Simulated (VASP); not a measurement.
Here is a VASP 6.6.1 calculation.

Contents of INCAR:

```
PREC = Accurate
ENCUT = 520
EDIFF = 1E-6
ISMEAR = 0
SIGMA = 0.1
LREAL = F
LASPH = T
NELM = 100
ALGO = Normal
ISIF = 2
LWAVE = F
LCHARG = T
GGA = PE
IVDW = 12
LELF = T
LVHAR = T
NBANDS = 11
```

KPOINTS

```
regular mesh
0
Gamma
  9 9 9
```

Contents of POSCAR:

```
Hf
1.0
   -1.7744008683      1.7744008683      1.7744008683
    1.7744008683     -1.7744008683      1.7744008683
    1.7744008683      1.7744008683     -1.7744008683
Hf
1
Direct
    0.0000000000      0.0000000000      0.0000000000
```

Potentials or basis: VASP PAW PBE potentials, release 64 (Hf_pv).

The run is started by

```bash
$ cat potpaw_PBE.64/Hf_pv/POTCAR > POTCAR
$ mpirun -np 1 vasp_std > vasp.out
```

Task: What does it give for the pressure?

Result: -3.9 GPa.

Task: What does it give for the band gap on the k mesh?

Result: Zero (band 5 reaches 6.11 eV, above the bottom of band 6 at 3.86 eV).

Task: Predict the dispersion energy per atom.

Result: -0.451 eV.

Caveat: spin-orbit coupling is left out, which moves the levels of the heavy elements; pairwise dispersion overbinds metals, which lowers pressure and volume.
